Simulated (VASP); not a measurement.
Here is a VASP 6.6.1 calculation.

The input INCAR:

```
SYSTEM = TiCo
ALGO = Normal
EDIFF = 1E-6
ENCUT = 520
GGA = PS
ISIF = 2
ISMEAR = -1
ISPIN = 2
LASPH = .TRUE.
LCHARG = .TRUE.
LELF = .TRUE.
LMAXMIX = 4
LORBIT = 11
LREAL = .FALSE.
LVHAR = .TRUE.
LWAVE = .FALSE.
MAGMOM = -0.12 1.09
NBANDS = 22
NELM = 150
PREC = Accurate
SIGMA = 0.05
```

File KPOINTS:

```
k-points
0
G
  9 9 9
  0 0 0
```

File POSCAR:

```
TiCo
1.0
    2.9861109900      0.0000000000      0.0000000000
    0.0000000000      2.9861109900      0.0000000000
    0.0000000000      0.0000000000      2.9861109900
Co Ti
1 1
Direct
    0.5000000000      0.5000000000      0.5000000000
    0.0000000000      0.0000000000      0.0000000000
```

Potentials or basis: VASP PAW PBE potentials, release 64 (Co, Ti_sv).

Run with:

```bash
$ cat potpaw_PBE.64/Co/POTCAR potpaw_PBE.64/Ti_sv/POTCAR > POTCAR
$ mpirun -np 1 vasp_std > vasp.out
```

Q: Estimate the site moments.

A: Co -0.74; Ti +0.03 μB.

Q: What does it give for the net moment?

A: -0.67 μB per cell.

Q: Predict the pressure.

A: -8.7 GPa.

Caveat: the PAW data sets were made with another functional, which shifts forces and pressure a little.
